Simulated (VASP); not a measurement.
Input of a VASP 6.6.1 run:

File INCAR:

```
ALGO = Normal
EDIFF = 1E-6
ENCUT = 520
ISIF = 2
ISMEAR = 0
LASPH = True
LCHARG = True
LELF = True
LREAL = False
LVHAR = True
LWAVE = False
NBANDS = 16
NELM = 60
PREC = Accurate
SIGMA = 0.15
```

File KPOINTS:

```
k-points
0
Gamma
  18 18 18
```

File POSCAR:

```
GaSb
1.0
   -1.5759166811      2.5055409662      2.8041297762
    1.5759166811     -2.5055409662      2.8041297762
    1.5759166811      2.5055409662     -2.8041297762
Ga Sb
1 1
Direct
    0.0000000000      0.0000000000      0.0000000000
    0.5000000000      0.5000000000      0.0000000000
```

Potentials or basis: VASP PAW LDA potentials, release 64 (Ga_d, Sb).

The run is started by

```bash
$ cat potpaw_LDA.64/Ga_d/POTCAR potpaw_LDA.64/Sb/POTCAR > POTCAR
$ mpirun -np 1 vasp_std > vasp.out
```

Q: Predict the pressure.

A: 0.1 GPa.

Q: Predict the band gap on the k mesh.

A: Zero (bands 9 and 10 overlap by 5.97 eV).

Stress tensor (GPa, compression positive):
```
 0.21  0.00  0.00
 0.00  0.23  0.00
 0.00  0.00 -0.08
```

Caveat: spin-orbit coupling is left out, which moves the levels of the heavy elements.
